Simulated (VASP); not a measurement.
# Ni (Fm-3m) in VASP: a series of runs, part 2 of 2

VASP 6.6.1.

**3. Single point, LDA, collinear spin, ferromagnetic start**

This run uses another cell than the first one, of 10.05 Å³/atom, 0.962 times its volume.

INCAR

```
SYSTEM = Ni
ALGO = Normal ; EDIFF = 1E-6
ENCUT = 600 ; GGA = CA
GGA_COMPAT = .False. ; ISIF = 2
ISMEAR = 0 ; ISPIN = 2
LASPH = .True. ; LCHARG = .False.
LMAXMIX = 4 ; LORBIT = 11
LREAL = .False. ; LWAVE = .False.
MAGMOM = 0.8 ; NBANDS = 15
NELM = 200 ; PREC = Accurate
SIGMA = 0.1
```

KPOINTS

```
k-points
0
Gamma
  10 10 10
  0 0 0
```

POSCAR

```
Ni
1.0
    0.0000000000      1.7126574080      1.7126574080
    1.7126574080      0.0000000000      1.7126574080
    1.7126574080      1.7126574080      0.0000000000
Ni
1
Direct
    0.0000000000      0.0000000000      0.0000000000
```

Potentials or basis: VASP PAW LDA potentials, release 64 (Ni).

On the command line:

```bash
$ cat potpaw_LDA.64/Ni/POTCAR > POTCAR
$ mpirun -np 1 vasp_std > vasp.out
```

Run time: 19 s. Hardware: 1 thread of Intel Xeon Platinum 8259CL at 2.50GHz (Skylake/Cascade Lake), shared host; peak memory 0.13 GiB.

It converged, with:

* Free energy: -6.5791 eV
* Pressure: -0.2 GPa
* Net moment: 0.65 μB per cell
* Site moments: Ni +0.65 μB
* Valence electrons inside the program's atomic spheres: Ni 9.47

Levels at points of the mesh, in eV from the Fermi level:
Spin up:
```tsv
k point	band 1	band 2	band 3	band 4	band 5	band 6	band 7	band 8	band 9	band 10
(0.00, 0.00, 0.00)	-9.57	-2.60	-2.60	-2.60	-1.30	-1.30	24.43	28.82	28.82	28.82
(0.50, 0.00, 0.00)	-5.28	-2.61	-2.61	-0.53	-0.53	-0.42	6.28	22.91	25.95	25.95
(0.50, 0.50, 0.00)	-5.14	-4.61	-0.49	-0.36	-0.36	2.49	9.99	15.51	15.51	20.82
```
Spin down:
| k point | band 1 | band 2 | band 3 | band 4 | band 5 | band 6 | band 7 | band 8 | band 9 | band 10 |
| --- | --- | --- | --- | --- | --- | --- | --- | --- | --- | --- |
| (0.00, 0.00, 0.00) | -9.51 | -1.94 | -1.94 | -1.94 | -0.70 | -0.70 | 24.43 | 28.88 | 28.88 | 28.88 |
| (0.50, 0.00, 0.00) | -4.87 | -2.02 | -2.02 | -0.37 | 0.17 | 0.17 | 6.70 | 22.90 | 26.09 | 26.09 |
| (0.50, 0.50, 0.00) | -4.76 | -4.06 | 0.14 | 0.40 | 0.40 | 2.55 | 10.30 | 15.60 | 15.60 | 21.09 |

**4. Single point, LDA, collinear spin, ferromagnetic start**

This run uses another cell than the first one, of 10.04 Å³/atom, 0.961 times its volume.

INCAR

```
SYSTEM = Ni
PREC = Accurate
ENCUT = 600
EDIFF = 1E-6
ISMEAR = 0
SIGMA = 0.1
LREAL = .FALSE.
LASPH = .TRUE.
NELM = 200
ALGO = Normal
ISIF = 2
LWAVE = .FALSE.
LCHARG = .TRUE.
ISPIN = 2
MAGMOM = 0.78
LORBIT = 11
LMAXMIX = 4
LELF = .TRUE.
LVHAR = .TRUE.
NBANDS = 15
GGA_COMPAT = .FALSE.
```

KPOINTS

```
Automatic mesh
0
G
  20 20 20
  0 0 0
```

POSCAR

```
Ni
1.0
    0.0000000000      1.7121890790      1.7121890790
    1.7121890790      0.0000000000      1.7121890790
    1.7121890790      1.7121890790      0.0000000000
Ni
1
Direct
    0.0000000000      0.0000000000      0.0000000000
```

Potentials or basis: VASP PAW LDA potentials, release 64 (Ni).

On the command line:

```bash
$ cat potpaw_LDA.64/Ni/POTCAR > POTCAR
$ mpirun -np 1 vasp_std > vasp.out
```

OUTCAR:

```text
SYSTEM = Ni
   PREC = Accurate
   ENCUT = 600
   EDIFF = 1E-6
   ISMEAR = 0
   LREAL = .FALSE.
   LASPH = .TRUE.
   NELM = 200
   ISIF = 2
   ISPIN = 2
   LORBIT = 11

 ion  position               nearest neighbor table
   1  0.000  0.000  0.000-

  LATTYP: Found a face centered cubic cell.
 ALAT       =     3.4243781580

  Lattice vectors:

 A1 = (   0.0000000000,   1.7121890790,   1.7121890790)
 A2 = (   1.7121890790,   0.0000000000,   1.7121890790)
 A3 = (   1.7121890790,   1.7121890790,   0.0000000000)

Analysis of symmetry for initial positions (statically):
=====================================================================
[... 1071 lines left out ...]
  Total       -0.0214681     -0.0214681     -0.0214681     -0.0000000     -0.0000000      0.0000000
  in kB       -3.4262517     -3.4262517     -3.4262517     -0.0000000     -0.0000000      0.0000000
  external PRESSURE =      -3.4262517 kB  Pullay stress =       0.0000000 kB

 VOLUME and BASIS-vectors are now :
 -----------------------------------------------------------------------------
  energy-cutoff  :      600.00
  volume of cell :       10.04
      direct lattice vectors                 reciprocal lattice vectors
     0.000000000  1.712189079  1.712189079    -0.292023823  0.292023823  0.292023823
     1.712189079  0.000000000  1.712189079     0.292023823 -0.292023823  0.292023823
     1.712189079  1.712189079  0.000000000     0.292023823  0.292023823 -0.292023823

 POSITION                                       TOTAL-FORCE (eV/Angst)
 -----------------------------------------------------------------------------------
      0.00000      0.00000      0.00000         0.000000      0.000000      0.000000
 -----------------------------------------------------------------------------------
    total drift:                                0.000000     -0.000000      0.000000

  FREE ENERGIE OF THE ION-ELECTRON SYSTEM (eV)
  ---------------------------------------------------
  free  energy   TOTEN  =        -6.5829335274 eV

  energy  without entropy=       -6.5742874525  energy(sigma->0) =       -6.57861049

 total charge

# of ion       s       p       d       tot
------------------------------------------
    1        0.535   0.572   8.366   9.474

 magnetization (x)

# of ion       s       p       d       tot
------------------------------------------
    1       -0.005  -0.019   0.623   0.600
```

OSZICAR:

```text
N       E                     dE             d eps       ncg     rms          rms(c)
DAV:   1     0.350504077892E+02    0.35050E+02   -0.46621E+03 16297   0.987E+02
DAV:   2    -0.611498768762E+01   -0.41165E+02   -0.38146E+02 17222   0.178E+02
DAV:   3    -0.769451025132E+01   -0.15795E+01   -0.15599E+01 18895   0.335E+01
DAV:   4    -0.770313673313E+01   -0.86265E-02   -0.86249E-02 19027   0.239E+00
DAV:   5    -0.770321672246E+01   -0.79989E-04   -0.79987E-04 19462   0.209E-01    0.110E+01
DAV:   6    -0.688845645229E+01    0.81476E+00   -0.13005E+01 22243   0.412E+01    0.550E+00
DAV:   7    -0.660674607548E+01    0.28171E+00   -0.20381E+00 19559   0.148E+01    0.215E+00
DAV:   8    -0.658609750927E+01    0.20649E-01   -0.25355E-02 20703   0.110E+00    0.912E-01
DAV:   9    -0.658353165016E+01    0.25659E-02   -0.15185E-03 25634   0.224E-01    0.263E-01
DAV:  10    -0.658300425636E+01    0.52739E-03   -0.29345E-04 25937   0.889E-02    0.643E-02
DAV:  11    -0.658293136432E+01    0.72892E-04   -0.67217E-05 25308   0.453E-02    0.254E-02
DAV:  12    -0.658293314957E+01   -0.17853E-05   -0.18247E-06 14903   0.982E-03    0.922E-03
DAV:  13    -0.658293352742E+01   -0.37785E-06   -0.58253E-07 13063   0.591E-03
   1 F= -.65829335E+01 E0= -.65786105E+01  d E =-.864607E-02  mag=     0.6000
```

It took 98 s on 1 thread of Intel Xeon Platinum 8259CL at 2.50GHz (Skylake/Cascade Lake), shared host; peak memory 0.18 GiB.

What came out:

* Free energy: -6.5829 eV
* Pressure: -0.3 GPa
* Net moment: 0.60 μB per cell
* Site moments: Ni +0.60 μB
* Valence electrons inside the program's atomic spheres: Ni 9.47

Levels at points of the mesh, in eV from the Fermi level:
Spin up:
```
           k point  band 2  band 3  band 4  band 5  band 6  band 7  band 8  band 9
(0.00, 0.00, 0.00)   -2.57   -2.57   -2.57   -1.27   -1.27   24.45   28.85   28.85
(0.50, 0.00, 0.00)   -2.58   -2.58   -0.49   -0.49   -0.40    6.32   22.94   25.99
(0.50, 0.50, 0.00)   -4.58   -0.46   -0.32   -0.32    2.51   10.02   15.54   15.54
```
Spin down:
```tsv
k point	band 3	band 4	band 5	band 6	band 7	band 8
(0.00, 0.00, 0.00)	-1.95	-1.95	-0.71	-0.71	24.44	28.90
(0.50, 0.00, 0.00)	-2.03	-0.37	0.16	0.16	6.70	22.92
(0.50, 0.50, 0.00)	0.13	0.39	0.39	2.56	10.31	15.61
```

**5. The runs side by side**

```tsv
cell	k mesh	gap on the mesh (eV)	pressure (GPa)	moment (μB)
a = 2.454 Å, angles 60.0°, 1 atom	8 × 8 × 8	none	-9.0	0.70
a = 2.422 Å, angles 60.0°, 1 atom	10 × 10 × 10	none	-0.2	0.65
a = 2.421 Å, angles 60.0°, 1 atom	20 × 20 × 20	none	-0.3	0.60
```

Alike in all rows: task single point; level LDA; potentials or basis VASP PAW LDA potentials, release 64 (Ni); spin collinear, ferromagnetic start; cutoff (eV) 600; smearing gaussian 0.1 eV.

Caveats: some runs use coarse meshes.

Absolute energies hang on the potentials; compare differences alone.
